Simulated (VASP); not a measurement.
# CoSi2 (Fm-3m) in VASP: notebook

CoSi2 is run at these levels: PBE; tasks: single point.

Everything below comes from runs of VASP 6.6.1. Logs are shortened: lines on timing, memory, paths and dates and some standing lists are left out, and cuts for length are marked.

## (1) The cell of the first run

It takes space group Fm-3m (No. 225, cubic). Conventional cell: a = 5.431 Å, b = 5.431 Å, c = 5.431 Å, α = 90.00°, β = 90.00°, γ = 90.00°. Within 3.1 Å of Co (site symmetry m-3m) lie 8 Si at 2.35 Å. Si (site symmetry -43m) has 4 Co at 2.35 Å and 6 Si at 2.72 Å within 3.1 Å.

## (2) Single point, PBE, collinear spin, ferromagnetic start

File INCAR:

```
SYSTEM = CoSi2
  PREC = Accurate
  ENCUT = 520
  EDIFF = 1E-6
  ISMEAR = 0
  SIGMA = 0.15
  LREAL = .FALSE.
  LASPH = .TRUE.
  NELM = 150
  ALGO = Normal
  ISIF = 2
  LWAVE = .FALSE.
  LCHARG = .FALSE.
  ISPIN = 2
  MAGMOM = 0.275 0 0
  LORBIT = 11
  NUPDOWN = 0.275
  LMAXMIX = 4
  GGA = PE
  NBANDS = 20
```

File KPOINTS:

```
Automatic mesh
0
G
  14 14 14
  0 0 0
```

File POSCAR:

```
CoSi2
1.0
    0.0000000000      2.7154125383      2.7154125383
    2.7154125383      0.0000000000      2.7154125383
    2.7154125383      2.7154125383      0.0000000000
Co Si
1 2
Direct
    0.0000000000      0.0000000000      0.0000000000
    0.2500000000      0.2500000000      0.2500000000
    0.7500000000      0.7500000000      0.7500000000
```

Potentials or basis: VASP PAW PBE potentials, release 64 (Co, Si).

Run with:

```sh
> cat potpaw_PBE.64/Co/POTCAR potpaw_PBE.64/Si/POTCAR > POTCAR
> mpirun -np 1 vasp_std > vasp.out
```

OUTCAR:

```text
SYSTEM = CoSi2
   PREC = Accurate
   ENCUT = 520
   EDIFF = 1E-6
   ISMEAR = 0
   LREAL = .FALSE.
   LASPH = .TRUE.
   NELM = 150
   ISIF = 2
   ISPIN = 2
   LORBIT = 11
   NUPDOWN = 0.275
   GGA = PE

 ion  position               nearest neighbor table
   1  0.000  0.000  0.000-   3 2.35   3 2.35   3 2.35   2 2.35   2 2.35   2 2.35   3 2.35   2 2.35

   2  0.250  0.250  0.250-   1 2.35   1 2.35   1 2.35   1 2.35   3 2.72   3 2.72   3 2.72   3 2.72
                             3 2.72   3 2.72
   3  0.750  0.750  0.750-   1 2.35   1 2.35   1 2.35   1 2.35   2 2.72   2 2.72   2 2.72   2 2.72
                             2 2.72   2 2.72

  LATTYP: Found a face centered cubic cell.
 ALAT       =     5.4308250766

  Lattice vectors:

 A1 = (   0.0000000000,   2.7154125383,   2.7154125383)
 A2 = (   2.7154125383,   0.0000000000,   2.7154125383)
 A3 = (   2.7154125383,   2.7154125383,   0.0000000000)

Analysis of symmetry for initial positions (statically):
=====================================================================
 Subroutine PRICEL returns:
 Original cell was already a primitive cell.

 Routine SETGRP: Setting up the symmetry group for a
 face centered cubic supercell.

 Subroutine GETGRP returns: Found 48 space group operations
 (whereof 48 operations were pure point group operations)
 out of a pool of 48 trial point group operations.

The static configuration has the point symmetry O_h .

Analysis of symmetry for dynamics (positions and initial velocities):
=====================================================================
 Subroutine PRICEL returns:
 Original cell was already a primitive cell.

 Routine SETGRP: Setting up the symmetry group for a
 face centered cubic supercell.

 Subroutine GETGRP returns: Found 48 space group operations
 (whereof 48 operations were pure point group operations)
 out of a pool of 48 trial point group operations.

The dynamic configuration has the point symmetry O_h .

Analysis of structural, dynamic, and magnetic symmetry:
=====================================================================
 Subroutine PRICEL returns:
 Original cell was already a primitive cell.

 Routine SETGRP: Setting up the symmetry group for a
 face centered cubic supercell.

 Subroutine GETGRP returns: Found 48 space group operations
 (whereof 48 operations were pure point group operations)
 out of a pool of 48 trial point group operations.

The overall configuration has the point symmetry O_h .

 Subroutine INISYM returns: Found 48 space group operations
 (whereof 48 operations are pure point group operations),
 and found     1 'primitive' translations

----------------------------------------------------------------------------------------

                                     Primitive cell

  volume of cell :      40.0440

  direct lattice vectors                    reciprocal lattice vectors
     0.000000000  2.715412538  2.715412538    -0.184134084  0.184134084  0.184134084
     2.715412538  0.000000000  2.715412538     0.184134084 -0.184134084  0.184134084
     2.715412538  2.715412538  0.000000000     0.184134084  0.184134084 -0.184134084

  length of vectors
     3.840173239  3.840173239  3.840173239     0.318929589  0.318929589  0.318929589

  position of ions in fractional coordinates (direct lattice)
     0.000000000  0.000000000  0.000000000
     0.250000000  0.250000000  0.250000000
     0.750000000  0.750000000  0.750000000

  ion indices of the primitive-cell ions
   primitive index   ion index
                 1           1
                 2           2
                 3           3

----------------------------------------------------------------------------------------

 KPOINTS: Automatic mesh

Automatic generation of k-mesh.
 Grid dimensions read from file:
 generate k-points for:   14   14   14

 Generating k-lattice:

  Cartesian coordinates                     Fractional coordinates (reciprocal lattice)
    -0.013152435  0.013152435  0.013152435     0.071428571  0.000000000  0.000000000
     0.013152435 -0.013152435  0.013152435     0.000000000  0.071428571  0.000000000
     0.013152435  0.013152435 -0.013152435     0.000000000  0.000000000  0.071428571

  Length of vectors
     0.022780685  0.022780685  0.022780685

  Shift w.r.t. Gamma in fractional coordinates (k-lattice)
     0.000000000  0.000000000  0.000000000

 Subroutine IBZKPT returns following result:
 ===========================================

 Found    104 irreducible k-points:

 Following reciprocal coordinates:
            Coordinates               Weight
  0.000000  0.000000  0.000000      1.000000
  0.071429  0.000000  0.000000      8.000000
  0.142857  0.000000  0.000000      8.000000
  0.214286  0.000000  0.000000      8.000000
  0.285714  0.000000  0.000000      8.000000
  0.357143  0.000000  0.000000      8.000000
[... 16 lines left out ...]
  0.214286  0.142857  0.000000     24.000000
  0.285714  0.142857  0.000000     24.000000
 [... further k-points ...]
   k-points           NKPTS =    104   k-points in BZ     NKDIM =    104   number of bands    NBANDS=     20
   number of dos      NEDOS =    301   number of ions     NIONS =      3
   total plane-waves  NPLWV =  27000
   dimension x,y,z NGX =    30 NGY =   30 NGZ =   30
   dimension x,y,z NGXF=    60 NGYF=   60 NGZF=   60
   ions per type =               1   2
   NGX,Y,Z   is equivalent  to a cutoff of  12.99, 12.99, 12.99 a.u.
   NGXF,Y,Z  is equivalent  to a cutoff of  25.97, 25.97, 25.97 a.u.
 SYSTEM =  CoSi2
   PREC   = accura    normal or accurate (medium, high low for compatibility)
   ISTART =      0    job   : 0-new  1-cont  2-samecut
   ICHARG =      2    charge: 1-file 2-atom 10-const
   ISPIN  =      2    spin polarized calculation?
   LNONCOLLINEAR =      F non collinear calculations
   LSORBIT =      F    spin-orbit coupling
   LASPH  =      T    aspherical Exc in radial PAW
   ENCUT  =  520.0 eV  38.22 Ry    6.18 a.u.   7.14  7.14  7.14*2*pi/ulx,y,z
   NELM   =    150;   NELMIN=  2; NELMDL= -5     # of ELM steps
   EDIFF  = 0.1E-05   stopping-criterion for ELM
   LREAL  =      F    real-space projection
   EDIFFG = 0.1E-04   stopping-criterion for IOM
   NSW    =      0    number of steps for IOM
   IBRION =     -1    ionic relax: 0-MD 1-quasi-New 2-CG
   NFREE  =      0    steps in history (QN), initial steepest desc. (CG)
   ISIF   =      2    stress and relaxation
   ISYM   =      2    0-nonsym 1-usesym 2-fastsym
   POTIM  = 0.5000    time-step for ionic-motion
   TEBEG  =    0.0;   TEEND  =   0.0 temperature during run
   PSTRESS=    0.0 pullay stress
   NELECT =      17.0000    total number of electrons
   NUPDOWN=       0.2750    fix difference up-down
   EMIN   =  10.00;   EMAX   =-10.00  energy-range for DOS
   EFERMI =   0.00;   METHOD = LEGACY
   ISMEAR =     0;   SIGMA  =   0.15  broadening in eV -4-tet -1-fermi 0-gaus
   EFERMI_NEDOS =   21; number of points for ismear=-14 and -15
   IALGO  =     38    algorithm
   IMIX   =      4    mixing-type and parameters
     AMIX     =   0.40;   BMIX     =  1.00
     AMIX_MAG =   1.60;   BMIX_MAG =  1.00
  volume/ion in A,a.u.               =      13.35        90.08
  Fermi-wavevector in a.u.,A,eV,Ry     =   1.230397  2.325113 20.597549  1.513877
  Thomas-Fermi vector in A             =   2.365247
   LORBIT       =     11    0 simple, 1 ext, 2 COOP (PROOUT), +10 PAW based schemes
   GGA     = PE    functional components
   LHFCALC =     F    Hartree Fock is set to
   AEXX    =    0.0000 exact exchange contribution
   IVDW    =     0    specifies the selected vdW correction
   LEPSILON=     F    determine dielectric tensor
   LRPA    =     F    only Hartree local field effects (RPA)
 spin polarized calculation
 Gauss-broadening in eV      SIGMA  =   0.15
  energy-cutoff  :      520.00
  volume of cell :       40.04
 maximum number of plane-waves:      1090
 NGX is ok and might be reduce to    30
   NGX = 15   NGY = 15   NGZ = 15

 number of electron      17.0000002 magnetization       0.2750000

 Free energy of the ion-electron system (eV)
  ---------------------------------------------------
  ext. energy  EPLUGINS =         0.00000000
  ---------------------------------------------------
  free energy    TOTEN  =       -19.23995421 eV

  energy without entropy =      -19.22699942  energy(sigma->0) =      -19.23347681

 E-fermi :   9.3639     XC(G=0): -11.5559

 val. band max:        9.7249150844   @ k =  -0.2857   0.2143   0.0000
 cond. band min:       9.3738504345   @ k =   0.5000   0.1429   0.0714
 fundamental gap:     -0.3510646499
 Fermi energy:         9.7579493937

 spin component 1

 k-point     1 :       0.0000    0.0000    0.0000
  band No.  band energies     occupation
      1      -3.2919      1.00000
      2       5.5922      1.00000
      3       5.5922      1.00000
      4       5.5922      1.00000
      5       7.6846      1.00000
      6       7.6846      1.00000
[... 12 lines left out ...]
     19      19.9006      0.00000
     20      23.6548      0.00000

 k-point     2 :       0.0714    0.0000    0.0000
  band No.  band energies     occupation
      1      -3.2169      1.00000
      2       5.3878      1.00000
      3       5.6190      1.00000
      4       5.6190      1.00000
      5       7.6626      1.00000
      6       7.6626      1.00000
[... 12 lines left out ...]
     19      20.2366      0.00000
     20      23.8995      0.00000
[... 465 lines left out ...]
      3       5.6461      1.00000
      4       5.6847      1.00000
      5       7.0981      1.00000
      6       7.8124      1.00000
[... 12 lines left out ...]
     19      22.5237      0.00000
     20      25.9438      0.00000

 k-point    24 :       0.2857    0.1429    0.0000
  band No.  band energies     occupation
      1      -2.2068      1.00000
      2       3.7818      1.00000
      3       5.7219      1.00000
      4       5.7964      1.00000
      5       6.9013      1.00000
      6       7.8462      1.00000
[... 12 lines left out ...]
     19      23.8753      0.00000
     20      25.8186      0.00000

 [... further k-points ...]

 spin component 2

 k-point     1 :       0.0000    0.0000    0.0000
  band No.  band energies     occupation
      1      -3.2363      1.00000
      2       5.6946      1.00000
      3       5.6946      1.00000
      4       5.6946      1.00000
      5       7.8343      1.00000
      6       7.8343      1.00000
[... 12 lines left out ...]
     19      19.9277      0.00000
     20      23.7159      0.00000

 k-point     2 :       0.0714    0.0000    0.0000
  band No.  band energies     occupation
      1      -3.1613      1.00000
      2       5.4849      1.00000
      3       5.7215      1.00000
      4       5.7215      1.00000
      5       7.8112      1.00000
      6       7.8112      1.00000
[... 12 lines left out ...]
     19      20.2647      0.00000
     20      23.9606      0.00000
[... 465 lines left out ...]
      3       5.7419      1.00000
      4       5.7824      1.00000
      5       7.2229      1.00000
      6       7.9644      1.00000
[... 12 lines left out ...]
     19      22.5607      0.00000
     20      26.0054      0.00000

 k-point    24 :       0.2857    0.1429    0.0000
  band No.  band energies     occupation
      1      -2.1511      1.00000
      2       3.8543      1.00000
      3       5.8163      1.00000
      4       5.8952      1.00000
      5       7.0153      1.00000
      6       7.9978      1.00000
[... 12 lines left out ...]
     19      23.9140      0.00000
     20      25.8839      0.00000

 [... further k-points ...]

------------------------ aborting loop because EDIFF is reached ----------------------------------------

  FORCE on cell =-STRESS in cart. coord.  units (eV):
  Direction    XX          YY          ZZ          XY          YZ          ZX
  --------------------------------------------------------------------------------------
  -------------------------------------------------------------------------------------
  Total       -1.5823966     -1.5823966     -1.5823966     -0.0000000     -0.0000000      0.0000000
  in kB      -63.3123544    -63.3123544    -63.3123544     -0.0000000     -0.0000000      0.0000000
  external PRESSURE =     -63.3123544 kB  Pullay stress =       0.0000000 kB

 VOLUME and BASIS-vectors are now :
 -----------------------------------------------------------------------------
  energy-cutoff  :      520.00
  volume of cell :       40.04
      direct lattice vectors                 reciprocal lattice vectors
     0.000000000  2.715412538  2.715412538    -0.184134084  0.184134084  0.184134084
     2.715412538  0.000000000  2.715412538     0.184134084 -0.184134084  0.184134084
     2.715412538  2.715412538  0.000000000     0.184134084  0.184134084 -0.184134084

 POSITION                                       TOTAL-FORCE (eV/Angst)
 -----------------------------------------------------------------------------------
      0.00000      0.00000      0.00000         0.000000      0.000000      0.000000
      1.35771      1.35771      1.35771        -0.000000     -0.000000      0.000000
      4.07312      4.07312      4.07312         0.000000      0.000000     -0.000000
 -----------------------------------------------------------------------------------
    total drift:                                0.000000     -0.000000     -0.000000

  FREE ENERGIE OF THE ION-ELECTRON SYSTEM (eV)
  ---------------------------------------------------
  free  energy   TOTEN  =       -19.2399542068 eV

  energy  without entropy=      -19.2269994218  energy(sigma->0) =      -19.23347681

 total charge

# of ion       s       p       d       tot
------------------------------------------
    1        0.519   0.673   7.551   8.742
    2        0.719   0.846   0.000   1.566
    3        0.719   0.846   0.000   1.566
--------------------------------------------------
tot          1.957   2.365   7.551  11.874

 magnetization (x)

# of ion       s       p       d       tot
------------------------------------------
    1        0.003   0.031   0.145   0.179
    2        0.002   0.015   0.000   0.017
    3        0.002   0.015   0.000   0.017
--------------------------------------------------
tot          0.007   0.062   0.145   0.214
```

Run time: 5.3 min. Hardware: 1 thread of AMD EPYC 7R13, shared host; peak memory 0.24 GiB.

Results:

| Property | Result |
| --- | --- |
| Free energy | -19.2400 eV |
| Pressure | -6.3 GPa |
| Net moment | 0.28 μB per cell |
| Site moments | Co +0.18; Si +0.02 μB |
| Valence electrons inside the program's atomic spheres | Co 8.74; Si 1.57 |

Caveat: the total moment is fixed, so each spin has its own Fermi level.

## (3) Single point, PBE, collinear spin, ferromagnetic start

File INCAR:

```
PREC = Accurate
ENCUT = 520
EDIFF = 1E-6
ISMEAR = 0
SIGMA = 0.15
LREAL = F
LASPH = T
NELM = 150
ALGO = Normal
ISIF = 2
LWAVE = F
LCHARG = F
ISPIN = 2
MAGMOM = 1.375 0 0
LORBIT = 11
NUPDOWN = 1.375
LMAXMIX = 4
GGA = PE
NBANDS = 20
```

File KPOINTS:

```
regular mesh
0
Gamma
  14 14 14
```

POSCAR is that of step 2.

Potentials or basis: VASP PAW PBE potentials, release 64 (Co, Si).

Run with:

```sh
> cat potpaw_PBE.64/Co/POTCAR potpaw_PBE.64/Si/POTCAR > POTCAR
> mpirun -np 1 vasp_std > vasp.out
```

OUTCAR:

```text
PREC = Accurate
   ENCUT = 520
   EDIFF = 1E-6
   ISMEAR = 0
   LREAL = F
   LASPH = T
   NELM = 150
   ISIF = 2
   ISPIN = 2
   LORBIT = 11
   NUPDOWN = 1.375
   GGA = PE

 ion  position               nearest neighbor table
   1  0.000  0.000  0.000-   3 2.35   3 2.35   3 2.35   2 2.35   2 2.35   2 2.35   3 2.35   2 2.35

   2  0.250  0.250  0.250-   1 2.35   1 2.35   1 2.35   1 2.35   3 2.72   3 2.72   3 2.72   3 2.72
                             3 2.72   3 2.72
   3  0.750  0.750  0.750-   1 2.35   1 2.35   1 2.35   1 2.35   2 2.72   2 2.72   2 2.72   2 2.72
                             2 2.72   2 2.72

  LATTYP: Found a face centered cubic cell.
 ALAT       =     5.4308250766

  Lattice vectors:

 A1 = (   0.0000000000,   2.7154125383,   2.7154125383)
 A2 = (   2.7154125383,   0.0000000000,   2.7154125383)
 A3 = (   2.7154125383,   2.7154125383,   0.0000000000)

Analysis of symmetry for initial positions (statically):
[... 1308 lines left out ...]

------------------------ aborting loop because EDIFF is reached ----------------------------------------

  FORCE on cell =-STRESS in cart. coord.  units (eV):
  Direction    XX          YY          ZZ          XY          YZ          ZX
  --------------------------------------------------------------------------------------
  -------------------------------------------------------------------------------------
  Total        0.2466848      0.2466848      0.2466848      0.0000000     -0.0000000     -0.0000000
  in kB        9.8699631      9.8699631      9.8699631      0.0000000     -0.0000000     -0.0000000
  external PRESSURE =       9.8699631 kB  Pullay stress =       0.0000000 kB

 VOLUME and BASIS-vectors are now :
 -----------------------------------------------------------------------------
  energy-cutoff  :      520.00
  volume of cell :       40.04
      direct lattice vectors                 reciprocal lattice vectors
     0.000000000  2.715412538  2.715412538    -0.184134084  0.184134084  0.184134084
     2.715412538  0.000000000  2.715412538     0.184134084 -0.184134084  0.184134084
     2.715412538  2.715412538  0.000000000     0.184134084  0.184134084 -0.184134084

 POSITION                                       TOTAL-FORCE (eV/Angst)
 -----------------------------------------------------------------------------------
      0.00000      0.00000      0.00000         0.000000      0.000000      0.000000
      1.35771      1.35771      1.35771        -0.000000     -0.000000      0.000000
      4.07312      4.07312      4.07312         0.000000      0.000000     -0.000000
 -----------------------------------------------------------------------------------
    total drift:                                0.000000     -0.000000     -0.000000

  FREE ENERGIE OF THE ION-ELECTRON SYSTEM (eV)
  ---------------------------------------------------
  free  energy   TOTEN  =       -18.5104564661 eV

  energy  without entropy=      -18.4871095169  energy(sigma->0) =      -18.49878299

 total charge

# of ion       s       p       d       tot
------------------------------------------
    1        0.521   0.671   7.520   8.712
    2        0.749   0.838   0.000   1.586
    3        0.749   0.838   0.000   1.586
--------------------------------------------------
tot          2.019   2.346   7.520  11.885

 magnetization (x)

# of ion       s       p       d       tot
------------------------------------------
    1        0.012   0.124   0.756   0.891
    2        0.038   0.066   0.000   0.104
    3        0.038   0.066   0.000   0.104
--------------------------------------------------
tot          0.087   0.256   0.756   1.099
```

OSZICAR:

```text
N       E                     dE             d eps       ncg     rms          rms(c)
DAV:   1     0.669940478272E+02    0.66994E+02   -0.65668E+03  8408   0.806E+02
DAV:   2    -0.156220271574E+02   -0.82616E+02   -0.72822E+02  8800   0.183E+02
DAV:   3    -0.200653543622E+02   -0.44433E+01   -0.42880E+01 10168   0.448E+01
DAV:   4    -0.201401810669E+02   -0.74827E-01   -0.74651E-01  9804   0.526E+00
DAV:   5    -0.201422588499E+02   -0.20778E-02   -0.20775E-02 10436   0.943E-01    0.152E+01
DAV:   6    -0.259499341724E+02   -0.58077E+01   -0.24662E+01  9364   0.953E+01    0.244E+01
DAV:   7    -0.185503221322E+02    0.73996E+01   -0.12746E+01 10400   0.711E+01    0.322E+00
DAV:   8    -0.185479784492E+02    0.23437E-02   -0.82315E-01 10980   0.783E+00    0.240E+00
DAV:   9    -0.185106514028E+02    0.37327E-01   -0.95430E-02  9868   0.440E+00    0.796E-01
DAV:  10    -0.185103503015E+02    0.30110E-03   -0.31404E-03 11524   0.363E-01    0.317E-01
DAV:  11    -0.185104752566E+02   -0.12496E-03   -0.10333E-03  9848   0.489E-01    0.118E-01
DAV:  12    -0.185104486005E+02    0.26656E-04   -0.28008E-04  9920   0.282E-01    0.237E-02
DAV:  13    -0.185104549585E+02   -0.63580E-05   -0.18807E-05  9628   0.266E-02    0.142E-02
DAV:  14    -0.185104570251E+02   -0.20666E-05   -0.49163E-06  9420   0.162E-02    0.749E-03
DAV:  15    -0.185104564661E+02    0.55897E-06   -0.94256E-07  8444   0.796E-03
   1 F= -.18510456E+02 E0= -.18498783E+02  d E =-.233469E-01  mag=     1.3750
```

It took 5.9 min on 1 thread of AMD EPYC 7R13, shared host; peak memory 0.24 GiB.

Results:

| Item | Value |
| --- | --- |
| Free energy | -18.5105 eV |
| Pressure | 1.0 GPa |
| Net moment | 1.38 μB per cell |
| Site moments | Co +0.89; Si +0.10 μB |
| Valence electrons inside the program's atomic spheres | Co 8.71; Si 1.59 |

Caveat: the total moment is fixed, so each spin has its own Fermi level.

(Part 1 of 2 ends here.)
